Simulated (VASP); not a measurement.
Input of a VASP 6.6.1 run:

File INCAR:

```
SYSTEM = C
PREC = Accurate
ENCUT = 520
EDIFF = 1E-6
ISMEAR = 0
SIGMA = 0.05
LREAL = .False.
LASPH = .True.
NELM = 60
ALGO = Normal
ISIF = 2
LWAVE = .False.
LCHARG = .False.
GGA = CA
NBANDS = 26
```

KPOINTS

```
regular mesh
0
Gamma
  8 8 8
  0 0 0
```

Contents of POSCAR:

```
C
1.0
    1.3916690928      2.4448680937     -3.3373019203
    1.3916690928     -2.4448680937     -3.3373019203
   -2.8429274761      0.0000000000     -3.3141068708
C
8
Direct
    0.8936092372      0.4396239896      0.6666169904
    0.4166166134      0.9166166134      0.6666169904
    0.9166166134      0.9166166134      0.1666169904
    0.4166166134      0.4166166134      0.1666169904
    0.0833833866      0.5833833866      0.3333830096
    0.5833833866      0.0833833866      0.3333830096
    0.0833833866      0.0833833866      0.8333830096
    0.5833833866      0.5833833866      0.8333830096
```

Potentials or basis: VASP PAW LDA potentials, release 64 (C).

The run is started by

```console
$ cat potpaw_LDA.64/C/POTCAR > POTCAR
$ mpirun -np 1 vasp_std > vasp.out
```

(1) Predict the pressure.

(2) Predict the largest force.

Answers

(1) 2.5 GPa.

(2) 7.564 eV/Å.

Caveat: the cell differs from its parent crystal (atom 1 (C) moved +0.113 Å towards its neighbour atom 2 (C) at 2.445 Å); forces of over 1 eV/Å act on the atoms, so gaps and moduli don't describe the material at rest.
